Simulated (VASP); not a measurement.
Wanted: the native input for a VASP 6.6.1 run.

```
Task                   : single point
Functional             : PBE
Potentials or basis    : VASP PAW PBE potentials, release 64 (Al, Cu)
Cutoff                 : 520 eV
k mesh                 : 10 × 10 × 14
Occupations            : gaussian, width 0.15 eV
Spin                   : no spin polarisation
Dipole correction      : no
Further INCAR settings : ALGO = Fast; EDIFF = 1e-06; NBANDS = 16
```

The structure of Al2Cu lies in POSCAR:

```
Al2Cu
1.0
    4.1211626268      0.0000000000      0.0000000000
    0.0000000000      4.1211626268      0.0000000000
    0.0000000000      0.0000000000      2.8847334069
Al Cu
2 1
Direct
    0.5045231003      0.0078152784      0.5000000000
   -0.0592065934      0.4655437038      0.5000000000
    0.0232185310      0.0113117371      0.0000000000
```

This cell differs from its parent crystal: atoms displaced along a vibrational mode.

The input as run:

INCAR

```
  PREC = Accurate
  ENCUT = 520
  EDIFF = 1E-6
  ISMEAR = 0
  SIGMA = 0.15
  LREAL = F
  LASPH = T
  NELM = 60
  ALGO = Fast
  ISIF = 2
  LWAVE = F
  LCHARG = F
  GGA = PE
  NBANDS = 16
```

KPOINTS

```
regular mesh
0
Gamma
  10 10 14
```

Potentials or basis: VASP PAW PBE potentials, release 64 (Al, Cu).

Command:

```console
$ cat potpaw_PBE.64/Al/POTCAR potpaw_PBE.64/Cu/POTCAR > POTCAR
$ mpirun -np 1 vasp_std > vasp.out
```

Results of the run:

The pressure is 3.0 GPa and the largest force is 1.775 eV/Å. The band gap on the k mesh is zero (an odd number of electrons rules out a gap without spin polarisation).

Caveat: the cell differs from its parent crystal (atoms displaced along a vibrational mode); forces of over 1 eV/Å act on the atoms, so gaps and moduli don't describe the material at rest.

Run time: 110 s on 1 thread of Intel(R) Xeon(R) 6975P-C (Granite Rapids) (shared host), peak memory 0.41 GiB.
